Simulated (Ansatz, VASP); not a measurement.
## WS2 in VASP and in Ansatz

```xyz
6
Lattice="3.0860 0.0000 0.0000 -1.5430 2.7552 0.0000 0.0000 0.0000 23.6881" Properties=species:S:1:pos:R:3 pbc="T T T"
W     0.0000    1.8368   15.1117
W     1.5430    0.9184    8.5764
S     0.0000    1.8368    7.0174
S     1.5430    0.9184   13.5521
S     0.0000    1.8368   10.1361
S     1.5430    0.9184   16.6707
```

Change from the starting cell: strain -0.0300 x Voigt [1, 0, 0, 0, 0, 0], atoms carried along.

Alike in both runs: task single point; functional r2SCAN; k mesh 12 × 12 × 2; occupations gaussian, width 0.05 eV; no spin polarisation.

```csv
,VASP,Ansatz
version,VASP 6.6.1,Ansatz 0.2.0
potentials or method,"VASP PAW PBE potentials, release 64 (W_sv, S), cutoff 520 eV","scalar-relativistic, plane waves, PAW"
valence electrons in the cell,52,52
```

```tsv
	VASP	Ansatz	Ansatz less VASP
gap on the k mesh at the Fermi level (eV)	1.82	1.82	-0.007
least direct gap on the mesh (eV)	2.08	2.07	-0.004
rms of the force components (eV/Å)	0.201	0.190	-0.0105
```

VASP's potentials were made for PBE, not for r2SCAN. Atom by atom the forces differ by 0.011 eV/Å (rms over components). The functional is the same, so the differences come from potentials, cutoffs and numerics.

Spin-orbit coupling is off throughout.
